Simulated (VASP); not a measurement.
Input of a VASP 6.6.1 run:

Contents of INCAR:

```
SYSTEM = Zn
  PREC = Accurate
  ENCUT = 600
  EDIFF = 1E-6
  ISMEAR = 0
  SIGMA = 0.02
  LREAL = .False.
  LASPH = .True.
  NELM = 100
  ALGO = Normal
  ISIF = 3
  LWAVE = .False.
  LCHARG = .False.
  GGA = CA
  IBRION = 2
  NSW = 80
  EDIFFG = -0.03
```

Contents of KPOINTS:

```
Automatic mesh
0
Gamma
  9 9 4
  0 0 0
```

POSCAR

```
Zn
1.0
    2.6700000000      0.0000000000      0.0000000000
   -1.3350000000      2.3122880000      0.0000000000
    0.0000000000      0.0000000000      4.9660000000
Zn
2
Direct
    0.3333333333      0.6666666667      0.2500000000
    0.6666666667      0.3333333333      0.7500000000
```

Potentials or basis: VASP PAW LDA potentials, release 64 (Zn).

Run with:

```console
$ cat potpaw_LDA.64/Zn/POTCAR > POTCAR
$ mpirun -np 1 vasp_std > vasp.out
```

Q: Predict the space group after relaxing (to 0.05 Å).

A: P6_3/mmc (No. 194).

Q: Estimate the relaxed cell.

A: a = 2.597 Å, b = 2.597 Å, c = 4.626 Å, α = 90.00°, β = 90.00°, γ = 120.00°.

Q: Predict the band gap on the k mesh.

A: Zero (band 12 reaches 4.57 eV, above the bottom of band 13 at 1.31 eV).

Q: Predict the relaxed volume.

A: 13.52 Å³/atom.

Stress tensor (GPa, compression positive):
```
0.01 0.00 0.00
0.00 0.01 0.00
0.00 0.00 0.20
```

Caveat: the volume moved by -12 % from the deposited cell, more than functionals usually miss. Zero-point motion and thermal expansion aren't in these numbers.
